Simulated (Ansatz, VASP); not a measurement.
# VPt in VASP and in Ansatz

INCAR

```
  ALGO = Normal
  EDIFF = 1E-6
  ENCUT = 520
  ISIF = 2
  ISMEAR = -1
  ISPIN = 2
  LASPH = T
  LCHARG = F
  LMAXMIX = 4
  LORBIT = 11
  LREAL = F
  LWAVE = F
  MAGMOM = 2 0
  NBANDS = 22
  NELM = 150
  PREC = Accurate
  SIGMA = 0.1
```

The input KPOINTS:

```
k-points
0
Gamma
  11 11 8
```

Contents of POSCAR:

```
VPt
1.0
    2.6940770000      0.0000000000      0.0000000000
    0.0000000000      2.6940770000      0.0000000000
    0.0000000000      0.0000000000      3.8800000000
V Pt
1 1
Direct
    0.5000000000      0.5000000000      0.5000000000
    0.0000000000      0.0000000000      0.0000000000
```

Input for Ansatz:

```yaml
crystal:
  lattice:
    - [2.694077, 0.0, 0.0]
    - [0.0, 2.694077, 0.0]
    - [0.0, 0.0, 3.88]
  atoms:
    - { symbol: V, position: [0.5, 0.5, 0.5] }
    - { symbol: Pt, position: [0.0, 0.0, 0.0] }
kpoints:
  mp_grid:
    grid: [11, 11, 8]
hamiltonian:
  xc: lda
  pseudopotentials:
    kind: paw
magnetization:
  spin_polarized: true
  per_species:
    V: 2.0
scf:
  occupations:
    method: fermi_dirac
output:
  forces: true
  stress: true
  eigenvalues: true
```

Alike in both runs: task single point; functional LDA; k mesh 11 × 11 × 8; collinear spin.

|  | VASP | Ansatz |
| --- | --- | --- |
| version | VASP 6.6.1 | Ansatz 0.2.0 |
| potentials or method | VASP PAW LDA potentials, release 64 (V_sv, Pt) | plane waves, PAW |
| plane-wave cutoff (eV) | 520 | 420 |
| occupations | fermi-dirac, width 0.1 eV | fermi-dirac |
| valence electrons in the cell | 23 | 31 |

```csv
,VASP,Ansatz,Ansatz less VASP
gap on the k mesh at the Fermi level (eV),none,none,-
pressure (GPa),-10.5,-11.1,-0.65
"traceless stress, the component that is largest in VASP (GPa)",0.77,0.75,-0.024
net moment per atom (μB),0.00,0.00,0.000
```

LDA's correlation is that of Perdew and Zunger in VASP and of Perdew and Wang (1992) in Ansatz. A gap of «none» marks a metal or a gap that the smearing closes. VASP's potentials hold 23 valence electrons a cell and Ansatz's 31, so a difference there can come from the potentials and not from the codes. Ansatz's warnings: seeded moment not kept.

Neither program's run includes spin-orbit coupling.
